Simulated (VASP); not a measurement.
A run of VASP 6.6.1 is set up as follows.

INCAR

```
SYSTEM = BeTe
ALGO = Normal
EDIFF = 1E-7
ENCUT = 520
GGA = PS
ISIF = 2
ISMEAR = 0
LASPH = .True.
LCHARG = .False.
LREAL = .False.
LWAVE = .False.
NBANDS = 11
NELM = 80
PREC = Accurate
SIGMA = 0.05
```

File KPOINTS:

```
k-points
0
Gamma
  10 10 10
  0 0 0
```

POSCAR

```
BeTe
1.0
    0.0000000000      2.7700000000      2.7700000000
    2.7700000000      0.0000000000      2.7700000000
    2.7700000000      2.7700000000      0.0000000000
Be Te
1 1
Direct
    0.0000000000      0.0000000000      0.0000000000
    0.2500000000      0.2500000000      0.2500000000
```

Potentials or basis: VASP PAW PBE potentials, release 64 (Be, Te).

The run is started by

```console
$ cat potpaw_PBE.64/Be/POTCAR potpaw_PBE.64/Te/POTCAR > POTCAR
$ mpirun -np 1 vasp_std > vasp.out
```

Question: Predict the band gap on the k mesh.

Answer: 1.73 eV, indirect (least direct gap 3.55 eV).

Question: Estimate the pressure.

Answer: 2.5 GPa.

Caveat: the PAW data sets were made with another functional, which shifts forces and pressure a little; spin-orbit coupling is left out, which moves the levels of the heavy elements. A k mesh can miss the band edges.
